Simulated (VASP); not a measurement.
# Al30Si (a cell with a defect) in VASP: single point with PBE

Aim: the single point of Al30Si (a cell with a defect) with PBE.

Everything below comes from runs of VASP 6.6.1. Logs are shortened: lines on timing, memory, paths and dates and some standing lists are left out, and cuts for length are marked.

### Step 1. The cell of the first run

The cell holds a defect, 31 atoms: a = 8.100 Å, b = 8.100 Å, c = 8.100 Å, α = 90.00°, β = 90.00°, γ = 90.00°.

### Step 2. Single point, PBE

Contents of INCAR:

```
SYSTEM = Al30Si
PREC = Accurate
ENCUT = 520
EDIFF = 1E-6
ISMEAR = -1
SIGMA = 0.15
LREAL = Auto
LASPH = .TRUE.
NELM = 100
ALGO = Normal
ISIF = 2
LWAVE = .FALSE.
LCHARG = .TRUE.
GGA = PE
LELF = .TRUE.
LVHAR = .TRUE.
NBANDS = 68
```

Contents of KPOINTS:

```
Automatic mesh
0
G
  2 2 2
  0 0 0
```

Contents of POSCAR:

```
Al30Si
1.0
    8.1000000000      0.0000000000      0.0000000000
    0.0000000000      8.1000000000      0.0000000000
    0.0000000000      0.0000000000      8.1000000000
Al Si
30 1
Direct
    0.4988437037      0.0000001235      0.0007381481
    0.7489543210      0.2498670370      0.0002638272
    0.7452364198     -0.0000103704      0.2552619753
   -0.0002865432     -0.0000155556     -0.0002214815
    0.2506158025      0.2502918519     -0.0001940741
    0.5028690123      0.5000011111     -0.0054488889
    0.7489820988      0.7501045679      0.0002791358
    0.5003422222      0.2546125926      0.2489879012
    0.7507382716      0.4999996296      0.2515745679
    0.7454685185      0.2486251852      0.5036030864
    0.7452103704     -0.0000127160      0.7470619753
   -0.0005128395      0.5000048148      0.0011700000
    0.2505893827      0.7496874074     -0.0001682716
   -0.0010741975      0.2485428395      0.2519776543
    0.2505430864      0.5000001235      0.2524276543
    0.5003412346      0.7453920988      0.2490202469
   -0.0028100000      0.0000009877      0.5020250617
    0.2509559259      0.2490275309      0.4990290123
    0.5010785185      0.5000013580      0.5023574074
    0.7454616049      0.7513419753      0.5036154321
    0.2548772840     -0.0000177778      0.7463367901
    0.5024177778      0.2472918519      0.7464758025
    0.7497949383      0.4999849383      0.7503449383
   -0.0010634568      0.7514393827      0.2519558025
   -0.0030098765      0.4999893827      0.5031849383
    0.2509928395      0.7509844444      0.4990375309
   -0.0000167901      0.2510376543      0.7494807407
    0.2508332099      0.4999907407      0.7489364198
    0.5024195062      0.7526743210      0.7464791358
   -0.0000132099      0.7489351852      0.7495204938
    0.4769917284      0.0000440741      0.4680785185
```

Potentials or basis: VASP PAW PBE potentials, release 64 (Al, Si).

On the command line:

```console
> cat potpaw_PBE.64/Al/POTCAR potpaw_PBE.64/Si/POTCAR > POTCAR
> mpirun -np 1 vasp_std > vasp.out
```

OUTCAR:

```text
SYSTEM = Al30Si
   PREC = Accurate
   ENCUT = 520
   EDIFF = 1E-6
   ISMEAR = -1
   LREAL = Auto
   LASPH = .TRUE.
   NELM = 100
   ISIF = 2
   GGA = PE

 ion  position               nearest neighbor table
   1  0.499  0.000  0.001-  21 2.86   5 2.86  13 2.86   2 2.86   7 2.86  11 2.86   3 2.87  22 2.87
                            29 2.87   8 2.88  16 2.88
   2  0.749  0.250  0.000-   6 2.84   8 2.85   1 2.86  23 2.86  22 2.87   4 2.87  12 2.87   9 2.87
                            14 2.87  27 2.87  11 2.88   3 2.89
   3  0.745  1.000  0.255-  31 2.77  10 2.85  20 2.85  17 2.86  16 2.86   8 2.86   1 2.87  14 2.88
                            24 2.88   7 2.89   2 2.89   4 2.92
   4  1.000  1.000  1.000-   7 2.87   2 2.87  24 2.87  14 2.87  13 2.87   5 2.87  30 2.87  27 2.87
                            11 2.91  21 2.91   3 2.92
   5  0.251  0.250  1.000-   1 2.86   8 2.86  28 2.87  12 2.87  27 2.87   4 2.87   6 2.88  15 2.88
                            21 2.89  14 2.89  22 2.89
   6  0.503  0.500  0.995-  23 2.81   7 2.84   2 2.84  28 2.85   8 2.86  16 2.86  29 2.87  22 2.87
                             5 2.88  13 2.88   9 2.89  15 2.92
   7  0.749  0.750  0.000-   6 2.84  16 2.85   1 2.86  23 2.86  29 2.87  12 2.87   4 2.87   9 2.87
                            24 2.87  30 2.87  11 2.88   3 2.89
   8  0.500  0.255  0.249-  31 2.73  15 2.84   9 2.84   2 2.85  19 2.86   5 2.86  18 2.86   3 2.86
                            10 2.86   6 2.86   1 2.88
   9  0.751  0.500  0.252-   8 2.84  16 2.84  25 2.85  12 2.86  24 2.86  14 2.86  19 2.87   7 2.87
                             2 2.87  20 2.88  10 2.88   6 2.89
  10  0.745  0.249  0.504-  22 2.78  11 2.82  19 2.84   3 2.85  23 2.85   8 2.86  17 2.87  27 2.87
                            25 2.88   9 2.88  14 2.89  31 2.98
  11  0.745  1.000  0.747-  22 2.81  29 2.81  20 2.82  10 2.82  17 2.85   1 2.86   2 2.88   7 2.88
                            27 2.90  30 2.90   4 2.91  31 3.13
[... 23 lines left out ...]
                             7 2.86  29 2.86  22 2.86  12 2.87
  24  0.999  0.751  0.252-  17 2.86  26 2.86   9 2.86   4 2.87   7 2.87  12 2.88   3 2.88  25 2.88
                            15 2.88  13 2.89  20 2.89
  25  0.997  0.500  0.503-  23 2.83  27 2.84  30 2.84   9 2.85  28 2.86  14 2.88  24 2.88  20 2.88
                            10 2.88  15 2.89  18 2.89  26 2.89
  26  0.251  0.751  0.499-  31 2.74  21 2.84  15 2.85  29 2.86  24 2.86  16 2.86  28 2.87  19 2.87
                            30 2.87  17 2.88  25 2.89
  27  1.000  0.251  0.749-  25 2.84  17 2.86  23 2.86  28 2.86  10 2.87  12 2.87   5 2.87   4 2.87
                            18 2.87   2 2.87  11 2.90  21 2.90
  28  0.251  0.500  0.749-  19 2.85   6 2.85  25 2.86  30 2.86  27 2.86   5 2.87  13 2.87  18 2.87
                            26 2.87  12 2.88  29 2.89  22 2.89
  29  0.502  0.753  0.746-  20 2.78  11 2.81  21 2.83  19 2.85  26 2.86  23 2.86   7 2.87   6 2.87
                             1 2.87  28 2.89  13 2.89  31 3.02
  30  1.000  0.749  0.750-  25 2.84  17 2.86  23 2.86  28 2.86  20 2.87  12 2.87  13 2.87   4 2.87
                            26 2.87   7 2.87  11 2.90  21 2.90
  31  0.477  0.000  0.468-   8 2.73  16 2.73  18 2.74  26 2.74   3 2.77  21 2.88  10 2.98  20 2.98
                            22 3.02  29 3.02  11 3.13

  LATTYP: Found a simple cubic cell.
 ALAT       =     8.1000000000

  Lattice vectors:

 A1 = (   8.1000000000,   0.0000000000,   0.0000000000)
 A2 = (   0.0000000000,   8.1000000000,   0.0000000000)
 A3 = (   0.0000000000,   0.0000000000,   8.1000000000)

Analysis of symmetry for initial positions (statically):
=====================================================================
 Subroutine PRICEL returns:
 Original cell was already a primitive cell.

 Routine SETGRP: Setting up the symmetry group for a
 simple cubic supercell.

 Subroutine GETGRP returns: Found  1 space group operations
 (whereof  1 operations were pure point group operations)
 out of a pool of 48 trial point group operations.

The static configuration has the point symmetry C_1 .

Analysis of symmetry for dynamics (positions and initial velocities):
=====================================================================
 Subroutine PRICEL returns:
 Original cell was already a primitive cell.

 Routine SETGRP: Setting up the symmetry group for a
 simple cubic supercell.

 Subroutine GETGRP returns: Found  1 space group operations
 (whereof  1 operations were pure point group operations)
 out of a pool of 48 trial point group operations.

The dynamic configuration has the point symmetry C_1 .

 Subroutine INISYM returns: Found  1 space group operations
 (whereof  1 operations are pure point group operations),
 and found     1 'primitive' translations

----------------------------------------------------------------------------------------

                                     Primitive cell

  volume of cell :     531.4410

  direct lattice vectors                    reciprocal lattice vectors
     8.100000000  0.000000000  0.000000000     0.123456790  0.000000000  0.000000000
     0.000000000  8.100000000  0.000000000     0.000000000  0.123456790  0.000000000
     0.000000000  0.000000000  8.100000000     0.000000000  0.000000000  0.123456790

  length of vectors
     8.100000000  8.100000000  8.100000000     0.123456790  0.123456790  0.123456790

  position of ions in fractional coordinates (direct lattice)
     0.498843704  0.000000124  0.000738148
     0.748954321  0.249867037  0.000263827
     0.745236420  0.999989630  0.255261975
     0.999713457  0.999984444  0.999778519
     0.250615803  0.250291852  0.999805926
     0.502869012  0.500001111  0.994551111
[... 23 lines left out ...]
     0.999986790  0.748935185  0.749520494
     0.476991728  0.000044074  0.468078519

  ion indices of the primitive-cell ions
   primitive index   ion index
                 1           1
                 2           2
                 3           3
                 4           4
                 5           5
                 6           6
[... 23 lines left out ...]
                30          30
                31          31

----------------------------------------------------------------------------------------

 KPOINTS: Automatic mesh

Automatic generation of k-mesh.
 Grid dimensions read from file:
 generate k-points for:    2    2    2

 Generating k-lattice:

  Cartesian coordinates                     Fractional coordinates (reciprocal lattice)
     0.061728395  0.000000000  0.000000000     0.500000000  0.000000000  0.000000000
     0.000000000  0.061728395  0.000000000     0.000000000  0.500000000  0.000000000
     0.000000000  0.000000000  0.061728395     0.000000000  0.000000000  0.500000000

  Length of vectors
     0.061728395  0.061728395  0.061728395

  Shift w.r.t. Gamma in fractional coordinates (k-lattice)
     0.000000000  0.000000000  0.000000000

 Subroutine IBZKPT returns following result:
 ===========================================

 Found      8 irreducible k-points:

 Following reciprocal coordinates:
            Coordinates               Weight
  0.000000  0.000000  0.000000      1.000000
  0.500000  0.000000  0.000000      1.000000
  0.000000  0.500000  0.000000      1.000000
  0.000000  0.000000  0.500000      1.000000
  0.500000  0.500000  0.000000      1.000000
  0.000000  0.500000  0.500000      1.000000
  0.500000  0.000000  0.500000      1.000000
  0.500000  0.500000  0.500000      1.000000
   k-points           NKPTS =      8   k-points in BZ     NKDIM =      8   number of bands    NBANDS=     68
   number of dos      NEDOS =    301   number of ions     NIONS =     31
   total plane-waves  NPLWV = 216000
   dimension x,y,z NGX =    60 NGY =   60 NGZ =   60
   dimension x,y,z NGXF=   120 NGYF=  120 NGZF=  120
   ions per type =              30   1
   NGX,Y,Z   is equivalent  to a cutoff of  12.31, 12.31, 12.31 a.u.
   NGXF,Y,Z  is equivalent  to a cutoff of  24.63, 24.63, 24.63 a.u.
 SYSTEM =  Al30Si
   PREC   = accura    normal or accurate (medium, high low for compatibility)
   ISTART =      0    job   : 0-new  1-cont  2-samecut
   ICHARG =      2    charge: 1-file 2-atom 10-const
   ISPIN  =      1    spin polarized calculation?
   LNONCOLLINEAR =      F non collinear calculations
   LSORBIT =      F    spin-orbit coupling
   LASPH  =      T    aspherical Exc in radial PAW
   ENCUT  =  520.0 eV  38.22 Ry    6.18 a.u.  15.06 15.06 15.06*2*pi/ulx,y,z
   NELM   =    100;   NELMIN=  2; NELMDL= -5     # of ELM steps
   EDIFF  = 0.1E-05   stopping-criterion for ELM
   LREAL  =      T    real-space projection
   EDIFFG = 0.1E-04   stopping-criterion for IOM
   NSW    =      0    number of steps for IOM
   IBRION =     -1    ionic relax: 0-MD 1-quasi-New 2-CG
   NFREE  =      0    steps in history (QN), initial steepest desc. (CG)
   ISIF   =      2    stress and relaxation
   ISYM   =      2    0-nonsym 1-usesym 2-fastsym
   POTIM  = 0.5000    time-step for ionic-motion
   TEBEG  =    0.0;   TEEND  =   0.0 temperature during run
   PSTRESS=    0.0 pullay stress
   NELECT =      94.0000    total number of electrons
   NUPDOWN=      -1.0000    fix difference up-down
   EMIN   =  10.00;   EMAX   =-10.00  energy-range for DOS
   EFERMI =   0.00;   METHOD = LEGACY
   ISMEAR =    -1;   SIGMA  =   0.15  broadening in eV -4-tet -1-fermi 0-gaus
   EFERMI_NEDOS =   21; number of points for ismear=-14 and -15
   IALGO  =     38    algorithm
   IMIX   =      4    mixing-type and parameters
     AMIX     =   0.40;   BMIX     =  1.00
     AMIX_MAG =   1.60;   BMIX_MAG =  1.00
  volume/ion in A,a.u.               =      17.14       115.69
  Fermi-wavevector in a.u.,A,eV,Ry     =   0.918965  1.736593 11.490081  0.844497
  Thomas-Fermi vector in A             =   2.044106
   LORBIT       =      0    0 simple, 1 ext, 2 COOP (PROOUT), +10 PAW based schemes
   GGA     = PE    functional components
   LHFCALC =     F    Hartree Fock is set to
   AEXX    =    0.0000 exact exchange contribution
   IVDW    =     0    specifies the selected vdW correction
   LEPSILON=     F    determine dielectric tensor
   LRPA    =     F    only Hartree local field effects (RPA)
 non-spin polarized calculation
  energy-cutoff  :      520.00
  volume of cell :      531.44
 maximum number of plane-waves:     14400
   NGX = 31   NGY = 31   NGZ = 31

 number of electron      94.0000000 magnetization

 Free energy of the ion-electron system (eV)
  ---------------------------------------------------
  ext. energy  EPLUGINS =         0.00000000
  ---------------------------------------------------
  free energy    TOTEN  =      -116.79795741 eV

  energy without entropy =     -115.71427007  energy(sigma->0) =     -116.25611374

 E-fermi :   7.3409     XC(G=0): -10.0419

 val. band max:        7.3402337982   @ k =   0.5000   0.0000   0.0000
 cond. band min:       7.3452087336   @ k =   0.0000   0.5000   0.0000
 fundamental gap:      0.0049749354
 Fermi energy:         7.3409164564

 k-point     1 :       0.0000    0.0000    0.0000
  band No.  band energies     occupation
      1      -3.4609      2.00000
      2      -1.7097      2.00000
      3      -1.2450      2.00000
      4      -1.1915      2.00000
      5      -1.1831      2.00000
      6      -1.1454      2.00000
[... 485 lines left out ...]
     58      10.6618      0.00000
     59      10.7127      0.00000
 [bands above 59 left out]

------------------------ aborting loop because EDIFF is reached ----------------------------------------

  FORCE on cell =-STRESS in cart. coord.  units (eV):
  Direction    XX          YY          ZZ          XY          YZ          ZX
  --------------------------------------------------------------------------------------
  -------------------------------------------------------------------------------------
  Total       -3.6629985     -4.8252435     -3.8758123     -0.0008594     -0.0010096     -0.1384843
  in kB      -11.0431319    -14.5470442    -11.6847187     -0.0025909     -0.0030437     -0.4174997
  external PRESSURE =     -12.4249649 kB  Pullay stress =       0.0000000 kB

 VOLUME and BASIS-vectors are now :
 -----------------------------------------------------------------------------
  energy-cutoff  :      520.00
  volume of cell :      531.44
      direct lattice vectors                 reciprocal lattice vectors
     8.100000000  0.000000000  0.000000000     0.123456790  0.000000000  0.000000000
     0.000000000  8.100000000  0.000000000     0.000000000  0.123456790  0.000000000
     0.000000000  0.000000000  8.100000000     0.000000000  0.000000000  0.123456790

 POSITION                                       TOTAL-FORCE (eV/Angst)
 -----------------------------------------------------------------------------------
      4.04063      0.00000      0.00598         0.020448     -0.000763     -0.052708
      6.06653      2.02392      0.00214        -0.019200      0.000142     -0.020024
      6.03642      8.09992      2.06762         0.014792     -0.000080     -0.045172
      8.09768      8.09987      8.09821        -0.019940      0.000660     -0.026818
      2.02999      2.02736      8.09843         0.014246     -0.012226     -0.014775
      4.07324      4.05001      8.05586        -0.005752      0.000165      0.007939
[... 23 lines left out ...]
      8.09989      6.06638      6.07112        -0.020558      0.002668     -0.020738
      3.86363      0.00036      3.79144         0.269830     -0.000218      0.381300
 -----------------------------------------------------------------------------------
    total drift:                               -0.015490      0.000904      0.021356

  FREE ENERGIE OF THE ION-ELECTRON SYSTEM (eV)
  ---------------------------------------------------
  free  energy   TOTEN  =      -116.7979574086 eV

  energy  without entropy=     -115.7142700679  energy(sigma->0) =     -116.25611374
```

It took 7.7 min on 1 thread of AMD EPYC 7R43 (Zen 3), shared host; peak memory 0.51 GiB.

What came out:

```
Free energy            : -116.7980 eV
Pressure               : -1.2 GPa
Largest force          : 0.467 eV/Å
Band gap on the k mesh : zero (bands 47 and 48 overlap by 0.92 eV)
```

Forces in eV/Å, atoms in the order of the input:
```
Al   0.020 -0.001 -0.053
Al  -0.019  0.000 -0.020
Al   0.015  0.000 -0.045
Al  -0.020  0.001 -0.027
Al   0.014 -0.012 -0.015
Al  -0.006  0.000  0.008
Al  -0.020  0.000 -0.020
Al  -0.021 -0.081  0.022
Al  -0.040  0.000  0.002
Al  -0.012 -0.010 -0.015
Al  -0.024  0.000 -0.035
Al  -0.007 -0.001 -0.003
Al   0.015  0.012 -0.015
Al  -0.011 -0.004  0.005
Al   0.006  0.000 -0.002
Al  -0.021  0.082  0.021
Al  -0.014 -0.001  0.007
Al   0.009 -0.033 -0.014
Al   0.003 -0.001 -0.006
Al  -0.010  0.010 -0.016
Al  -0.031  0.000 -0.006
Al  -0.010  0.000 -0.024
Al  -0.022  0.000 -0.024
Al  -0.011  0.005  0.007
Al  -0.015  0.001 -0.008
Al   0.008  0.033 -0.014
Al  -0.022 -0.003 -0.019
Al   0.005  0.000 -0.030
Al  -0.010  0.001 -0.023
Al  -0.021  0.003 -0.021
Si   0.270  0.000  0.381
```

Caveat: the k points lie up to 0.39 Å⁻¹ apart, too coarse for converged energies and pressures of a metal.
